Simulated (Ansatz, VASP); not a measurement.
## One calculation of InO, two programs

```xyz
4
Lattice="3.5918 0.0000 0.0000 -1.7959 3.1106 0.0000 0.0000 0.0000 14.6069" Properties=species:S:1:pos:R:3 pbc="T T T"
In    1.7959    1.0369    8.6184
In    1.7959    1.0369    5.9885
O     0.0000    0.0000    9.3465
O     0.0000    0.0000    5.2604
```

Change from the starting cell: strain +0.040 along x and y, -0.080 along z, atoms carried along.

Alike in both runs: task single point; functional r2SCAN; k mesh 12 × 12 × 2; occupations gaussian, width 0.05 eV; no spin polarisation.

|  | VASP | Ansatz |
| --- | --- | --- |
| version | VASP 6.6.1 | Ansatz 0.2.0 |
| potentials or method | VASP PAW PBE potentials, release 64 (In_d, O), cutoff 520 eV | scalar-relativistic, plane waves, PAW |
| valence electrons in the cell | 38 | 38 |

```tsv
	VASP	Ansatz	Ansatz less VASP
gap on the k mesh at the Fermi level (eV)	0.75	0.76	+0.011
least direct gap on the mesh (eV)	1.26	1.27	+0.006
rms of the force components (eV/Å)	0.738	0.756	+0.0174
```

VASP's potentials were made for PBE, not for r2SCAN. Atom by atom the forces differ by 0.024 eV/Å (rms over components). With one functional, cell and mesh, what is left measures potentials, basis and numerics.
